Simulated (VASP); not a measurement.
Ge, 1 atom in the cell. It takes space group Cmmm (No. 65, orthorhombic). Conventional cell: a = 2.794 Å, b = 5.201 Å, c = 2.698 Å, α = 90.00°, β = 90.00°, γ = 90.00°. Within 3.6 Å of Ge (site symmetry mmm) lie 8 Ge at 2.70 to 2.95 Å. 

* Program: VASP 6.6.1
* Task: single point
* Functional: PBEsol
* Potentials or basis: VASP PAW PBE potentials, release 64 (Ge_d)
* Cutoff: 520 eV
* k mesh: 7 × 7 × 6
* Occupations: fermi-dirac, width 0.1 eV
* Spin: no spin polarisation
* Dipole correction: no
* Further INCAR settings: ALGO = Normal; EDIFF = 1e-06; NBANDS = 13

Potentials or basis: VASP PAW PBE potentials, release 64 (Ge_d).

Run with:

```bash
$ cat potpaw_PBE.64/Ge_d/POTCAR > POTCAR
$ mpirun -np 1 vasp_std > vasp.out
```

Hardware: 1 thread of Intel Xeon 6975P-C (shared host).

Q: Estimate the wall time of this run.

A: Run time: 6.2 s on 1 thread of Intel Xeon 6975P-C, with other jobs on the host, peak memory 0.14 GiB. Counts: scf iterations 10, k points 64.
